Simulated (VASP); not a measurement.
Write the native input for VASP 6.6.1 that does the following.

| Item | Value |
| --- | --- |
| Task | single point |
| Functional | PBE |
| Potentials or basis | VASP PAW PBE potentials, release 64 (K_sv, Br) |
| Cutoff | 500 eV |
| k mesh | 4 × 4 × 4 |
| Occupations | gaussian, width 0.01 eV |
| Spin | no spin polarisation |
| Dipole correction | no |
| Further INCAR settings | ALGO = Normal; EDIFF = 1e-06; NBANDS = 15 |

The structure of KBr lies in POSCAR:

```
KBr
1.0
    0.0000000000      3.3565866792      3.3565866792
    3.3565866792      0.0000000000      3.3565866792
    3.3565866792      3.3565866792      0.0000000000
K Br
1 1
Direct
    0.0000000000      0.0000000000      0.0000000000
    0.5000000000      0.5000000000      0.5000000000
```

This cell differs from its parent crystal: volume changed by +5%.

One way to write it, as run:

INCAR

```
SYSTEM = KBr
  PREC = Accurate
  ENCUT = 500
  EDIFF = 1E-6
  ISMEAR = 0
  SIGMA = 0.01
  LREAL = .False.
  LASPH = .True.
  NELM = 120
  ALGO = Normal
  ISIF = 2
  LWAVE = .False.
  LCHARG = .False.
  GGA = PE
  NBANDS = 15
  GGA_COMPAT = .False.
```

KPOINTS

```
Automatic mesh
0
Gamma
  4 4 4
  0 0 0
```

Potentials or basis: VASP PAW PBE potentials, release 64 (K_sv, Br).

Launch:

```bash
$ cat potpaw_PBE.64/K_sv/POTCAR potpaw_PBE.64/Br/POTCAR > POTCAR
$ mpirun -np 1 vasp_std > vasp.out
```

Results of the run:

```
Pressure               : 0.0 GPa
Band gap on the k mesh : 4.30 eV, direct
```

It took 21 s on 1 thread of Intel Xeon 8259CL (shared host), peak memory 0.2 GiB.
